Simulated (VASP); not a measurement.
# SnSe2 (P-3m1) in VASP: notebook, part 2 of 3

VASP 6.6.1. The steps go on from the part before.

## 3. Single point, PBE (29.33 Å³/atom)

This run uses another cell than the first one, of 29.33 Å³/atom.

INCAR

```
PREC = Accurate
ENCUT = 520
EDIFF = 1E-7
ISMEAR = 0
SIGMA = 0.02
LREAL = False
LASPH = True
NELM = 100
ALGO = Normal
ISIF = 2
LWAVE = False
LCHARG = False
GGA = PE
NBANDS = 20
```

KPOINTS

```
regular mesh
0
Gamma
  12 12 4
```

POSCAR

```
SnSe2
1.0
    3.8658450206      0.0000000000      0.0000000000
   -1.9329225103      3.3479199949      0.0000000000
    0.0000000000      0.0000000000      6.7991482368
Sn Se
1 2
Direct
    0.0000000000      0.0000000000      0.0000000000
    0.3333333333      0.6666666667      0.2348732451
    0.6666666667      0.3333333333      0.7651267549
```

Potentials or basis: VASP PAW PBE potentials, release 64 (Sn_d, Se).

Run with:

```sh
$ cat potpaw_PBE.64/Sn_d/POTCAR potpaw_PBE.64/Se/POTCAR > POTCAR
$ mpirun -np 1 vasp_std > vasp.out
```

OUTCAR:

```text
PREC = Accurate
   ENCUT = 520
   EDIFF = 1E-7
   ISMEAR = 0
   LREAL = False
   LASPH = True
   NELM = 100
   ISIF = 2
   GGA = PE

 ion  position               nearest neighbor table
   1  0.000  0.000  0.000-   2 2.74   3 2.74   2 2.74   3 2.74   3 2.74   2 2.74
   2  0.333  0.667  0.235-   1 2.74   1 2.74   1 2.74
   3  0.667  0.333  0.765-   1 2.74   1 2.74   1 2.74

  LATTYP: Found a hexagonal cell.
 ALAT       =     3.8658450206
 C/A-ratio  =     1.7587741362

  Lattice vectors:

 A1 = (   3.8658450206,   0.0000000000,   0.0000000000)
 A2 = (  -1.9329225103,   3.3479199949,   0.0000000000)
 A3 = (   0.0000000000,   0.0000000000,   6.7991482368)

Analysis of symmetry for initial positions (statically):
=====================================================================
 Subroutine PRICEL returns:
 Original cell was already a primitive cell.

 Routine SETGRP: Setting up the symmetry group for a
 hexagonal supercell.

 Subroutine GETGRP returns: Found 12 space group operations
 (whereof 12 operations were pure point group operations)
 out of a pool of 24 trial point group operations.

The static configuration has the point symmetry D_3d.

Analysis of symmetry for dynamics (positions and initial velocities):
=====================================================================
 Subroutine PRICEL returns:
 Original cell was already a primitive cell.

 Routine SETGRP: Setting up the symmetry group for a
 hexagonal supercell.

 Subroutine GETGRP returns: Found 12 space group operations
 (whereof 12 operations were pure point group operations)
 out of a pool of 24 trial point group operations.

The dynamic configuration has the point symmetry D_3d.

 Subroutine INISYM returns: Found 12 space group operations
 (whereof 12 operations are pure point group operations),
 and found     1 'primitive' translations

----------------------------------------------------------------------------------------

                                     Primitive cell

  volume of cell :      87.9982

  direct lattice vectors                    reciprocal lattice vectors
     3.865845021  0.000000000  0.000000000     0.258675657  0.149346460  0.000000000
    -1.932922510  3.347919995  0.000000000     0.000000000  0.298692920  0.000000000
     0.000000000  0.000000000  6.799148237     0.000000000  0.000000000  0.147077246

  length of vectors
     3.865845021  3.865845021  6.799148237     0.298692920  0.298692920  0.147077246

  position of ions in fractional coordinates (direct lattice)
     0.000000000  0.000000000  0.000000000
     0.333333333  0.666666667  0.234873245
     0.666666667  0.333333333  0.765126755

  ion indices of the primitive-cell ions
   primitive index   ion index
                 1           1
                 2           2
                 3           3

----------------------------------------------------------------------------------------

 KPOINTS: regular mesh

Automatic generation of k-mesh.
 Grid dimensions read from file:
 generate k-points for:   12   12    4

 Generating k-lattice:

  Cartesian coordinates                     Fractional coordinates (reciprocal lattice)
     0.021556305  0.012445538  0.000000000     0.083333333 -0.000000000  0.000000000
     0.000000000  0.024891077  0.000000000     0.000000000  0.083333333  0.000000000
     0.000000000  0.000000000  0.036769312     0.000000000  0.000000000  0.250000000

  Length of vectors
     0.024891077  0.024891077  0.036769312

  Shift w.r.t. Gamma in fractional coordinates (k-lattice)
     0.000000000  0.000000000  0.000000000

 Subroutine IBZKPT returns following result:
 ===========================================

 Found     69 irreducible k-points:

 Following reciprocal coordinates:
            Coordinates               Weight
  0.000000  0.000000  0.000000      1.000000
  0.083333  0.000000  0.000000      6.000000
  0.166667 -0.000000  0.000000      6.000000
  0.250000 -0.000000  0.000000      6.000000
  0.333333 -0.000000  0.000000      6.000000
  0.416667 -0.000000  0.000000      6.000000
[... 16 lines left out ...]
  0.166667 -0.000000  0.250000      6.000000
  0.000000  0.166667  0.250000      6.000000
 [... further k-points ...]
   k-points           NKPTS =     69   k-points in BZ     NKDIM =     69   number of bands    NBANDS=     20
   number of dos      NEDOS =    301   number of ions     NIONS =      3
   total plane-waves  NPLWV =  48600
   dimension x,y,z NGX =    30 NGY =   30 NGZ =   54
   dimension x,y,z NGXF=    60 NGYF=   60 NGZF=  108
   ions per type =               1   2
   NGX,Y,Z   is equivalent  to a cutoff of  12.90, 12.90, 13.20 a.u.
   NGXF,Y,Z  is equivalent  to a cutoff of  25.80, 25.80, 26.41 a.u.
 SYSTEM =  unknown system
   PREC   = accura    normal or accurate (medium, high low for compatibility)
   ISTART =      0    job   : 0-new  1-cont  2-samecut
   ICHARG =      2    charge: 1-file 2-atom 10-const
   ISPIN  =      1    spin polarized calculation?
   LNONCOLLINEAR =      F non collinear calculations
   LSORBIT =      F    spin-orbit coupling
   LASPH  =      T    aspherical Exc in radial PAW
   ENCUT  =  520.0 eV  38.22 Ry    6.18 a.u.   7.19  7.19 12.64*2*pi/ulx,y,z
   NELM   =    100;   NELMIN=  2; NELMDL= -5     # of ELM steps
   EDIFF  = 0.1E-06   stopping-criterion for ELM
   LREAL  =      F    real-space projection
   EDIFFG = 0.1E-05   stopping-criterion for IOM
   NSW    =      0    number of steps for IOM
   IBRION =     -1    ionic relax: 0-MD 1-quasi-New 2-CG
   NFREE  =      0    steps in history (QN), initial steepest desc. (CG)
   ISIF   =      2    stress and relaxation
   ISYM   =      2    0-nonsym 1-usesym 2-fastsym
   POTIM  = 0.5000    time-step for ionic-motion
   TEBEG  =    0.0;   TEEND  =   0.0 temperature during run
   PSTRESS=    0.0 pullay stress
   NELECT =      26.0000    total number of electrons
   NUPDOWN=      -1.0000    fix difference up-down
   EMIN   =  10.00;   EMAX   =-10.00  energy-range for DOS
   EFERMI =   0.00;   METHOD = LEGACY
   ISMEAR =     0;   SIGMA  =   0.02  broadening in eV -4-tet -1-fermi 0-gaus
   EFERMI_NEDOS =   21; number of points for ismear=-14 and -15
   IALGO  =     38    algorithm
   IMIX   =      4    mixing-type and parameters
     AMIX     =   0.40;   BMIX     =  1.00
     AMIX_MAG =   1.60;   BMIX_MAG =  1.00
  volume/ion in A,a.u.               =      29.33       197.95
  Fermi-wavevector in a.u.,A,eV,Ry     =   1.090372  2.060504 16.176111  1.188911
  Thomas-Fermi vector in A             =   2.226595
   LORBIT       =      0    0 simple, 1 ext, 2 COOP (PROOUT), +10 PAW based schemes
   GGA     = PE    functional components
   LHFCALC =     F    Hartree Fock is set to
   AEXX    =    0.0000 exact exchange contribution
   IVDW    =     0    specifies the selected vdW correction
   LEPSILON=     F    determine dielectric tensor
   LRPA    =     F    only Hartree local field effects (RPA)
 non-spin polarized calculation
 Gauss-broadening in eV      SIGMA  =   0.02
  energy-cutoff  :      520.00
  volume of cell :       88.00
 maximum number of plane-waves:      2391
 NGX is ok and might be reduce to    30
   NGX = 15   NGY = 15   NGZ = 25

 number of electron      26.0000003 magnetization

 Free energy of the ion-electron system (eV)
  ---------------------------------------------------
  ext. energy  EPLUGINS =         0.00000000
  ---------------------------------------------------
  free energy    TOTEN  =       -11.87324945 eV

  energy without entropy =      -11.87324945  energy(sigma->0) =      -11.87324945

 E-fermi :   2.9721     XC(G=0):  -8.7732

 val. band max:        2.8224217109   @ k =   0.1667  -0.0000   0.0000
 cond. band min:       3.5017589799   @ k =   0.5000  -0.0000   0.5000
 fundamental gap:      0.6793372690
 Fermi energy:         2.9721314404

 k-point     1 :       0.0000    0.0000    0.0000
  band No.  band energies     occupation
      1     -18.3060      2.00000
      2     -18.3060      2.00000
      3     -18.2729      2.00000
      4     -18.2637      2.00000
      5     -18.2637      2.00000
      6     -10.5701      2.00000
[... 12 lines left out ...]
     19      11.7505      0.00000
     20      11.7556      0.00000
[... 507 lines left out ...]
 k-point    24 :       0.0000    0.1667    0.2500
  band No.  band energies     occupation
      1     -18.3151      2.00000
      2     -18.2977      2.00000
      3     -18.2704      2.00000
      4     -18.2654      2.00000
      5     -18.2628      2.00000
      6     -10.2900      2.00000
[... 12 lines left out ...]
     19      10.9871      0.00000
     20      11.3712      0.00000

 [... further k-points ...]
[... 5 lines left out ...]
  --------------------------------------------------------------------------------------
  -------------------------------------------------------------------------------------
  Total        0.1442831      0.1442831      0.0759862      0.0000000      0.0000000     -0.0000000
  in kB        2.6269519      2.6269519      1.3834757      0.0000000      0.0000000     -0.0000000
  external PRESSURE =       2.2124598 kB  Pullay stress =       0.0000000 kB

 VOLUME and BASIS-vectors are now :
 -----------------------------------------------------------------------------
  energy-cutoff  :      520.00
  volume of cell :       88.00
      direct lattice vectors                 reciprocal lattice vectors
     3.865845021  0.000000000  0.000000000     0.258675657  0.149346460  0.000000000
    -1.932922510  3.347919995  0.000000000     0.000000000  0.298692920  0.000000000
     0.000000000  0.000000000  6.799148237     0.000000000  0.000000000  0.147077246

 POSITION                                       TOTAL-FORCE (eV/Angst)
 -----------------------------------------------------------------------------------
      0.00000      0.00000      0.00000        -0.000000      0.000000      0.000000
     -0.00000      2.23195      1.59694         0.000000      0.000000      0.004789
      1.93292      1.11597      5.20221        -0.000000     -0.000000     -0.004789
 -----------------------------------------------------------------------------------
    total drift:                                0.000000      0.000000     -0.000000

  FREE ENERGIE OF THE ION-ELECTRON SYSTEM (eV)
  ---------------------------------------------------
  free  energy   TOTEN  =       -11.8732494494 eV

  energy  without entropy=      -11.8732494494  energy(sigma->0) =      -11.87324945
```

It took 67 s on 1 thread of Intel Xeon 6975P-C (Granite Rapids), shared host; peak memory 0.28 GiB.

What came out:

```
Free energy            : -11.8732 eV
Pressure               : 0.2 GPa
Largest force          : 0.005 eV/Å
Band gap on the k mesh : 0.68 eV (least direct gap 1.10 eV)
```

Forces on the atoms (eV/Å):
```
Sn   0.000  0.000  0.000
Se   0.000  0.000  0.005
Se   0.000  0.000 -0.005
```

Stress tensor (GPa, compression positive):
```
0.26 0.00 0.00
0.00 0.26 0.00
0.00 0.00 0.14
```

Levels at points of the mesh, in eV from the valence-band top:
```csv
k point,band 11,band 12,band 13,band 14,band 15,band 16
"(0.00, 0.00, 0.00)",-0.44,-0.13,-0.13,1.05,3.10,4.60
"(0.50, 0.00, 0.00)",-2.20,-0.87,-0.27,0.97,3.85,5.50
"(0.00, 0.00, 0.50)",-0.50,-0.08,-0.08,2.08,3.01,4.50
"(0.50, 0.00, 0.50)",-2.02,-0.66,-0.42,0.68,4.21,4.84
```

Caveat: spin-orbit coupling is left out, which moves the levels of the heavy elements; this functional lacks dispersion, which binds the layers, so the pressure and a relaxed spacing across them are unreliable.

## 4. Single point, PBE

This run uses another cell than the first one, of 30.24 Å³/atom.

INCAR

```
SYSTEM = SnSe2
  PREC = Accurate
  ENCUT = 520
  EDIFF = 1E-7
  ISMEAR = 0
  SIGMA = 0.02
  LREAL = .FALSE.
  LASPH = .TRUE.
  NELM = 80
  ALGO = Normal
  ISIF = 2
  LWAVE = .FALSE.
  LCHARG = .FALSE.
  GGA = PE
  NBANDS = 20
```

KPOINTS

```
regular mesh
0
G
  12 12 4
  0 0 0
```

POSCAR

```
SnSe2
1.0
    3.8717475262      0.0000000000      0.0000000000
   -1.9358737631      3.3530317148      0.0000000000
    0.0000000000      0.0000000000      6.9880756110
Sn Se
1 2
Direct
    0.0000000000      0.0000000000      0.0000000000
    0.3333333333      0.6666666667      0.2281475578
    0.6666666667      0.3333333333      0.7718524422
```

Potentials or basis: VASP PAW PBE potentials, release 64 (Sn_d, Se).

Run with:

```sh
$ cat potpaw_PBE.64/Sn_d/POTCAR potpaw_PBE.64/Se/POTCAR > POTCAR
$ mpirun -np 1 vasp_std > vasp.out
```

OUTCAR:

```text
SYSTEM = SnSe2
   PREC = Accurate
   ENCUT = 520
   EDIFF = 1E-7
   ISMEAR = 0
   LREAL = .FALSE.
   LASPH = .TRUE.
   NELM = 80
   ISIF = 2
   GGA = PE

 ion  position               nearest neighbor table
   1  0.000  0.000  0.000-   2 2.75   3 2.75   3 2.75   2 2.75   3 2.75   2 2.75
   2  0.333  0.667  0.228-   1 2.75   1 2.75   1 2.75
   3  0.667  0.333  0.772-   1 2.75   1 2.75   1 2.75

  LATTYP: Found a hexagonal cell.
 ALAT       =     3.8717475262
 C/A-ratio  =     1.8048892816

  Lattice vectors:

 A1 = (   3.8717475262,   0.0000000000,   0.0000000000)
 A2 = (  -1.9358737631,   3.3530317148,   0.0000000000)
 A3 = (   0.0000000000,   0.0000000000,   6.9880756110)

Analysis of symmetry for initial positions (statically):
=====================================================================
 Subroutine PRICEL returns:
 Original cell was already a primitive cell.

 Routine SETGRP: Setting up the symmetry group for a
 hexagonal supercell.

 Subroutine GETGRP returns: Found 12 space group operations
 (whereof 12 operations were pure point group operations)
[... 159 lines left out ...]
 Free energy of the ion-electron system (eV)
  ---------------------------------------------------
  ext. energy  EPLUGINS =         0.00000000
  ---------------------------------------------------
  free energy    TOTEN  =       -11.87449645 eV

  energy without entropy =      -11.87449645  energy(sigma->0) =      -11.87449645

 E-fermi :   2.6520     XC(G=0):  -8.5922

 val. band max:        2.5411683390   @ k =   0.1667   0.0000   0.0000
 cond. band min:       3.2403768149   @ k =   0.5000   0.0000   0.5000
 fundamental gap:      0.6992084759
 Fermi energy:         2.6520404279

 k-point     1 :       0.0000    0.0000    0.0000
  band No.  band energies     occupation
      1     -18.5737      2.00000
      2     -18.5737      2.00000
      3     -18.5414      2.00000
      4     -18.5322      2.00000
      5     -18.5322      2.00000
      6     -10.8114      2.00000
[... 541 lines left out ...]
     19      10.6366      0.00000
     20      11.0316      0.00000

 [... further k-points ...]
[... 5 lines left out ...]
  --------------------------------------------------------------------------------------
  -------------------------------------------------------------------------------------
  Total        0.0304103      0.0304103      0.0464778     -0.0000000      0.0000000     -0.0000000
  in kB        0.5370685      0.5370685      0.8208317     -0.0000000      0.0000000     -0.0000000
  external PRESSURE =       0.6316562 kB  Pullay stress =       0.0000000 kB

 VOLUME and BASIS-vectors are now :
 -----------------------------------------------------------------------------
  energy-cutoff  :      520.00
  volume of cell :       90.72
      direct lattice vectors                 reciprocal lattice vectors
     3.871747526  0.000000000  0.000000000     0.258281304  0.149118780  0.000000000
    -1.935873763  3.353031715  0.000000000     0.000000000  0.298237561  0.000000000
     0.000000000  0.000000000  6.988075611     0.000000000  0.000000000  0.143100913

 POSITION                                       TOTAL-FORCE (eV/Angst)
 -----------------------------------------------------------------------------------
      0.00000      0.00000      0.00000         0.000000      0.000000      0.000000
     -0.00000      2.23535      1.59431        -0.000000      0.000000      0.015545
      1.93587      1.11768      5.39376         0.000000     -0.000000     -0.015545
 -----------------------------------------------------------------------------------
    total drift:                               -0.000000     -0.000000      0.000000

  FREE ENERGIE OF THE ION-ELECTRON SYSTEM (eV)
  ---------------------------------------------------
  free  energy   TOTEN  =       -11.8744964507 eV

  energy  without entropy=      -11.8744964507  energy(sigma->0) =      -11.87449645
```

Run time: 64 s. Hardware: 1 thread of Intel Xeon 6975P-C (Granite Rapids), shared host; peak memory 0.28 GiB.

What came out:

- Free energy: -11.8745 eV
- Pressure: 0.1 GPa
- Largest force: 0.016 eV/Å
- Band gap on the k mesh: 0.70 eV (least direct gap 1.08 eV)

Forces in eV/Å, atoms in the order of the input:
```
Sn   0.000  0.000  0.000
Se   0.000  0.000  0.016
Se   0.000  0.000 -0.016
```

Levels at points of the mesh, in eV from the valence-band top:
```
           k point  band 10  band 11  band 12  band 13  band 14  band 15  band 16  band 17
(0.00, 0.00, 0.00)    -0.47    -0.47    -0.12    -0.12     1.09     3.08     4.59     4.59
(0.50, 0.00, 0.00)    -2.38    -2.18    -0.79    -0.27     0.93     3.89     5.56     5.68
(0.00, 0.00, 0.50)    -0.49    -0.49    -0.08    -0.08     1.98     3.00     4.51     4.51
(0.50, 0.00, 0.50)    -2.14    -2.04    -0.63    -0.38     0.70     4.21     4.91     5.75
```

Caveat: spin-orbit coupling is left out, which moves the levels of the heavy elements; this functional lacks dispersion, which binds the layers, so the pressure and a relaxed spacing across them are unreliable.

[end of part 2 of 3]
